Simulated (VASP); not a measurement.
# Cu: single point with LDA

The system is Cu.

```
Cu
1.0
    -1.48346    1.48346    1.30168
     1.48346   -1.48346    1.30168
     1.48346    1.48346   -1.30168
Cu
1
Direct
  0.00000 0.00000 0.00000
```

This cell differs from its parent crystal: ratio of the length along z to the lengths across it x 0.92, volume and fractional coordinates fixed.

```json
{
  "Program": "VASP 6.6.1",
  "Task": "single point",
  "Functional": "LDA",
  "Potentials or basis": "VASP PAW LDA potentials, release 64 (Cu)",
  "Cutoff": "520 eV",
  "k mesh": "26 × 26 × 26",
  "Occupations": "gaussian, width 0.15 eV",
  "Spin": "no spin polarisation",
  "Dipole correction": "no",
  "Further INCAR settings": "ALGO = Fast; EDIFF = 1e-07; NBANDS = 12"
}
```

```json
{"Pressure": "-6.3 GPa", "Band gap on the k mesh": "zero (an odd number of electrons rules out a gap without spin polarisation)"}
```

Stress tensor (GPa, compression positive):
```
-6.92  0.00  0.00
 0.00 -6.92  0.00
 0.00  0.00 -5.16
```

Levels at points of the mesh, in eV from the Fermi level:
```tsv
k point	band 3	band 4	band 5	band 6	band 7	band 8	band 9	band 10
(0.00, 0.00, 0.00)	-3.02	-3.02	-2.58	-1.96	23.54	23.54	27.42	27.78
(0.50, 0.00, 0.00)	-2.26	-1.78	-1.45	-0.25	5.06	16.66	16.74	20.85
(0.50, 0.50, 0.00)	-2.67	-2.22	-1.48	-1.28	3.56	20.30	20.68	24.16
(0.50, 0.50, 0.50)	-1.64	-1.64	-1.51	6.67	6.67	11.90	12.68	13.26
```

It took 110 s on 1 thread of Intel(R) Xeon(R) Platinum 8488C (Sapphire Rapids), with other jobs on the host, peak memory 0.27 GiB.

Caveat: the cell stands under tension.
